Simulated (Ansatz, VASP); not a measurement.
**Ni3GeC in VASP and in Ansatz**

```xyz
5
Lattice="3.8087 0.0000 0.0000 0.0000 3.8087 0.0000 0.0000 0.0000 3.8087" Properties=species:S:1:pos:R:3 pbc="T T T"
Ni    0.0000    1.9044    1.9044
Ni    1.9044    1.9044    0.0000
Ni    1.9044    0.0000    1.9044
Ge    0.1000    0.0000    0.0000
C     1.9044    1.9044    1.9044
```

Alike in both runs: task single point; functional PBEsol; k mesh 5 × 5 × 5; occupations fermi-dirac, width 0.05 eV; collinear spin.

```csv
,VASP,Ansatz
version,VASP 6.6.1,Ansatz 0.2.0
potentials or method,"VASP PAW PBE potentials, release 64 (Ni, Ge_d, C)","plane waves, PAW"
plane-wave cutoff (eV),520,420
valence electrons in the cell,48,72
```

```tsv
	VASP	Ansatz	Ansatz less VASP
rms of the force components (eV/Å)	0.072	0.071	-0.0014
net moment per atom (μB)	0.00	0.00	0.000
```

VASP's potentials were made for PBE, not for PBEsol. Atom by atom the forces differ by 0.002 eV/Å (rms over components). VASP's potentials hold 48 valence electrons a cell and Ansatz's 72, so a difference there can come from the potentials and not from the codes. Ansatz's warnings: seeded moment not kept.
